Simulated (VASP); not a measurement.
Set up this calculation in VASP 6.6.1, as the native input.

```
Task                   : single point
Functional             : PBE
Potentials or basis    : VASP PAW PBE potentials, release 64 (V_sv)
Cutoff                 : 520 eV
k mesh                 : 19 × 19 × 19
Occupations            : fermi-dirac, width 0.03 eV
Spin                   : non-collinear spin, typed start, spin-orbit coupling
Starting moments       : [[0.0, 0.0, 1.5]] μB
Dipole correction      : no
Further INCAR settings : ALGO = Normal; EDIFF = 1e-06; NBANDS = 24
```

The structure of V lies in POSCAR:

```
V
1.0
   -1.5130000000      1.5130000000      1.5130000000
    1.5130000000     -1.5130000000      1.5130000000
    1.5130000000      1.5130000000     -1.5130000000
V
1
Direct
    0.0000000000      0.0000000000      0.0000000000
```

The input as run:

INCAR

```
SYSTEM = V
ALGO     = Normal         ! electronic algorithm
EDIFF    = 1E-6           ! SCF threshold, eV
ENCUT    = 520            ! plane-wave cutoff, eV
GGA      = PE             ! functional
GGA_COMPAT= .FALSE.      
ISIF     = 2              ! what is computed and relaxed
ISMEAR   = -1             ! smearing method
LASPH    = .TRUE.         ! aspherical terms in the spheres
LCHARG   = .FALSE.        ! write CHGCAR
LMAXMIX  = 4              ! l up to which the mixer works
LORBIT   = 11             ! projections on sites
LORBMOM  = .TRUE.       
LREAL    = .FALSE.        ! projectors in reciprocal space
LSORBIT  = .TRUE.         ! spin-orbit coupling
LWAVE    = .FALSE.        ! write WAVECAR
MAGMOM   = 0 0 1.5        ! initial moments
NBANDS   = 24             ! bands
NELM     = 150            ! most SCF steps
PREC     = Accurate       ! precision mode
SIGMA    = 0.03           ! smearing width, eV
```

KPOINTS

```
k-points
0
G
  19 19 19
  0 0 0
```

Potentials or basis: VASP PAW PBE potentials, release 64 (V_sv).

The run is started by

```bash
$ cat potpaw_PBE.64/V_sv/POTCAR > POTCAR
$ mpirun -np 1 vasp_ncl > vasp.out
```

It gave:

- Pressure: -4.9 GPa
- Net moment: 0.00 μB per cell
- Valence electrons inside the program's atomic spheres: V 11.60

Run time: 9.3 min on 1 thread of Intel(R) Xeon(R) Platinum 8259CL CPU @ 2.50GHz (Skylake/Cascade Lake), on a shared host, peak memory 0.48 GiB.
